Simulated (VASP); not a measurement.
Wanted: the native input for a VASP 6.6.1 run.

```
Task                   : single point
Functional             : r2SCAN
Potentials or basis    : VASP PAW PBE potentials, release 64 (Ti_sv, N, S)
Cutoff                 : 520 eV
k mesh                 : 4 × 4 × 4, shifted
Occupations            : fermi-dirac, width 0.1 eV
Spin                   : no spin polarisation
Dipole correction      : no
Further INCAR settings : ALGO = Normal; EDIFF = 1e-06
```

Crystal: Ti2S4N.

```
CELL_PARAMETERS angstrom
-0.01082 5.37120 -0.07966
5.39807 -0.01082 -0.09832
2.78553 2.75465 -5.00794
ATOMIC_POSITIONS crystal
Ti 0.49801 0.49254 0.99778
Ti 0.76348 0.24836 0.47846
N 0.01433 0.00807 0.97943
S 0.40228 0.44355 0.71502
S 0.59348 0.13413 0.29118
S 0.88582 0.85698 0.72571
S 0.14340 0.58795 0.28593
```

These files were run (other wordings do the same):

POSCAR

```
Ti2S4N
1.0
   -0.0108160000      5.3712050000     -0.0796560000
    5.3980670000     -0.0108160000     -0.0983190000
    2.7855310000      2.7546540000     -5.0079370000
Ti N S
2 1 4
Direct
    0.4980090000      0.4925430000      0.9977790000
    0.7634810000      0.2483580000      0.4784550000
    0.0143310000      0.0080740000      0.9794330000
    0.4022840000      0.4435520000      0.7150180000
    0.5934760000      0.1341290000      0.2911840000
    0.8858230000      0.8569780000      0.7257090000
    0.1433960000      0.5879460000      0.2859340000
```

INCAR.step1

```
PREC = Accurate
ENCUT = 520
ISMEAR = -5
SIGMA = 0.1
LREAL = False
LASPH = True
NELM = 100
LMAXMIX = 4
GGA = PE
ALGO = Normal
EDIFF = 1E-4
LWAVE = True
LCHARG = False
```

INCAR.step2

```
PREC = Accurate
ENCUT = 520
EDIFF = 1E-6
ISMEAR = -1
SIGMA = 0.1
LREAL = False
LASPH = True
NELM = 100
ALGO = Normal
ISIF = 2
LWAVE = False
LCHARG = False
LMAXMIX = 4
METAGGA = R2SCAN
LMIXTAU = True
LORBIT = 11
ISTART = 1
```

KPOINTS

```
Automatic mesh
0
Gamma
  4 4 4
  0 0.5 0.5
```

Potentials or basis: VASP PAW PBE potentials, release 64 (Ti_sv, N, S).

Launch:

```bash
$ cat potpaw_PBE.64/Ti_sv/POTCAR potpaw_PBE.64/N/POTCAR potpaw_PBE.64/S/POTCAR > POTCAR
$ cp INCAR.step1 INCAR
$ mpirun -np 1 vasp_std > vasp.out
$ cp INCAR.step2 INCAR
$ mpirun -np 1 vasp_std > vasp.out
```

It gave:

```yaml
Pressure: 4.4 GPa
Largest_force: 3.403 eV/Å
Valence_electrons_inside_the_program's_atomic_spheres: Ti 10.39, 10.40; N 3.31; S 3.71, 3.81, 3.73, 3.77
```

Caveat: the PAW data sets were made with another functional, which shifts forces and pressure a little.

Wall time 4.9 min on 1 thread of Intel(R) Xeon(R) 6975P-C (Granite Rapids), on a shared host, peak memory 0.36 GiB.
